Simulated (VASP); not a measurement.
The system is Ti.

```
Ti
1.0
    -1.64100    1.64100    1.60818
     1.64100   -1.64100    1.60818
     1.64100    1.64100   -1.60818
Ti
1
Cartesian
  0.0000 0.0000 0.0000
```

This cell differs from its parent crystal: zz strain of -2 %.

Base run:

```yaml
Program: VASP 6.6.1
Functional: PBEsol
Potentials_or_basis: VASP PAW PBE potentials, release 64 (Ti_sv)
Cutoff: 520 eV
k_mesh: 14 × 14 × 14
Occupations: fermi-dirac, width 0.05 eV
Spin: no spin polarisation
```

Its results: band gap on the k mesh zero (bands 6 and 7 overlap by 1.63 eV); pressure -5.0 GPa.

Problem. The run is repeated on the same cell with these changes: cutoff from 520 eV to 400 eV; further incar settings from ALGO = Normal; EDIFF = 1e-06; NBANDS = 12 to ALGO = Normal; EDIFF = 1e-08; NBANDS = 12. What comes out?

Solution. Band gap on the k mesh zero (bands 6 and 7 overlap by 1.63 eV); pressure -5.6 GPa.

Caveats: the cell stands under tension; the PAW data sets were made with another functional, which shifts forces and pressure a little.
